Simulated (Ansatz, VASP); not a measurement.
## Two plane-wave programs on SrCl2

```
Sr Cl
1.0
     0.00000    3.49772    3.49772
     3.49772    0.00000    3.49772
     3.49772    3.49772    0.00000
Sr Cl
1 2
Direct
  0.00000 0.00000 0.00000
  0.25000 0.25000 0.25000
  0.75000 0.75000 0.75000
```

Alike in both runs: task single point; functional r2SCAN; k mesh 4 × 4 × 4; no spin polarisation.

|  | VASP | Ansatz |
| --- | --- | --- |
| version | VASP 6.6.1 | Ansatz 0.2.0 |
| potentials or method | VASP PAW PBE potentials, release 64 (Sr_sv, Cl) | plane waves, PAW |
| plane-wave cutoff (eV) | 520 | 500 |
| occupations | gaussian, width 0.01 eV | fixed |
| valence electrons in the cell | 24 | 24 |

|  | VASP | Ansatz | Ansatz less VASP |
| --- | --- | --- | --- |
| gap on the k mesh at the Fermi level (eV) | 5.94 | 5.94 | 0.000 |
| pressure (GPa) | 0.0 | 0.0 | -0.04 |

VASP's potentials were made for PBE, not for r2SCAN.
